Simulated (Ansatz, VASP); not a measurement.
**Bi2TeO3 in VASP and in Ansatz**

```
Bi Te O
1.0
     4.88240    0.00000    0.00000
     0.00000    4.88240    0.00000
     0.00000    0.00000    5.24250
Bi Te O
2 1 3
Direct
  0.50000 0.50000 0.50000
  0.00000 0.00000 0.50000
  0.50000 0.50000 0.00000
  0.00000 0.00000 0.00000
  0.00000 0.50000 0.00000
  0.50000 0.00000 0.00000
```

Alike in both runs: task single point; functional PBE; k mesh 4 × 4 × 4; occupations gaussian, width 0.1 eV; no spin polarisation.

```csv
,VASP,Ansatz
version,VASP 6.6.1,Ansatz 0.2.0
potentials or method,"VASP PAW PBE potentials, release 64 (Bi_d, Te, O), cutoff 520 eV","scalar-relativistic, plane waves, PAW"
valence electrons in the cell,54,64
```

Ansatz gave:

| Quantity | Value |
| --- | --- |
| gap on the k mesh at the Fermi level (eV) | none |
| pressure (GPa) | -3.1 |
| traceless stress, the component that is largest in VASP (GPa) | 17.03 |

Q: Which values does VASP return?

A: gap on the k mesh at the Fermi level (eV): none; pressure (GPa): -3.3; traceless stress, the component that is largest in VASP (GPa): 16.95.

A gap of «none» marks a metal or a gap that the smearing closes. With one functional, cell and mesh, what is left measures potentials, basis and numerics. VASP's potentials hold 54 valence electrons a cell and Ansatz's 64, so a difference there can come from the potentials and not from the codes.

Spin-orbit coupling is off throughout.
